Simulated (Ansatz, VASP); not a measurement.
# SnSe2 in VASP and in Ansatz

Contents of POSCAR:

```
SnSe2
1.0
    3.8110000000      0.0000000000      0.0000000000
   -1.9055000000      3.3004228138      0.0000000000
    0.0000000000      0.0000000000      6.1360000000
Sn Se
1 2
Direct
    0.0000000000      0.0000000000      0.0000000000
    0.3333333333      0.6666666667      0.2490000000
    0.6666666667      0.3333333333      0.7510000000
```

File INCAR.step1:

```
SYSTEM = SnSe2
PREC = Accurate
ENCUT = 600
ISMEAR = 0
SIGMA = 0.02
LREAL = .FALSE.
LASPH = .TRUE.
NELM = 100
GGA = PE
ALGO = Normal
EDIFF = 1E-4
LWAVE = .TRUE.
LCHARG = .FALSE.
```

INCAR.step2

```
SYSTEM = SnSe2
PREC = Accurate
ENCUT = 600
EDIFF = 1E-6
ISMEAR = 0
SIGMA = 0.02
LREAL = .FALSE.
LASPH = .TRUE.
NELM = 100
ALGO = Normal
ISIF = 3
LWAVE = .FALSE.
LCHARG = .FALSE.
METAGGA = R2SCAN
LMIXTAU = .TRUE.
LUSE_VDW = .TRUE.
IVDW_NL = 2
BPARAM = 11.95
CPARAM = 0.0093
IBRION = 2
NSW = 100
EDIFFG = -0.002
ISTART = 1
```

File KPOINTS:

```
regular mesh
0
G
  9 9 6
  0 0 0
```

Input for Ansatz:

```yaml
crystal:
  lattice:
    - [3.811, 0.0, 0.0]
    - [-1.9055, 3.3004228138, 0.0]
    - [0.0, 0.0, 6.136]
  atoms:
    - { symbol: Sn, position: [0.0, 0.0, 0.0] }
    - { symbol: Se, position: [0.3333333333, 0.6666666667, 0.249] }
    - { symbol: Se, position: [0.6666666667, 0.3333333333, 0.751] }
basis:
  ecutwfc: 500
kpoints:
  mp_grid: { grid: [9, 9, 6] }
hamiltonian:
  xc: r2scan
  dispersion: rvv10
scf:
  occupations: { method: gaussian, width: 0.02 }
output:
  forces: true
  stress: true
  eigenvalues: true
  write_density: true
  write_potential: true
  elf: true
  volumetric_format: npy
relax:
  adjacent_minimum: "off"
  f_tol: 0.002
  max_steps: 80
  cell: { stress_tol: 0.02 }
```

Alike in both runs: task relaxation of cell and atoms; functional r2SCAN; dispersion rVV10; k mesh 9 × 9 × 6; occupations gaussian, width 0.02 eV; no spin polarisation.

|  | VASP | Ansatz |
| --- | --- | --- |
| version | VASP 6.6.1 | Ansatz 0.2.0 |
| potentials or method | VASP PAW PBE potentials, release 64 (Sn_d, Se), cutoff 600 eV | scalar-relativistic, plane waves, PAW |
| valence electrons in the cell | 26 | 46 |

VASP gave:

```
gap on the k mesh at the Fermi level, each at its own relaxed structure (eV) : 0.91
relaxed volume (Å³/atom)                                                     : 26.43
relaxed cell length with the largest relative difference (Å)                 : 6.240
```

Q: Which values does Ansatz return?

A: gap on the k mesh at the Fermi level, each at its own relaxed structure (eV): 0.91; relaxed volume (Å³/atom): 26.33; relaxed cell length with the largest relative difference (Å): 6.232.

VASP's potentials were made for PBE, not for r2SCAN. VASP's potentials hold 26 valence electrons a cell and Ansatz's 46, so a difference there can come from the potentials and not from the codes.
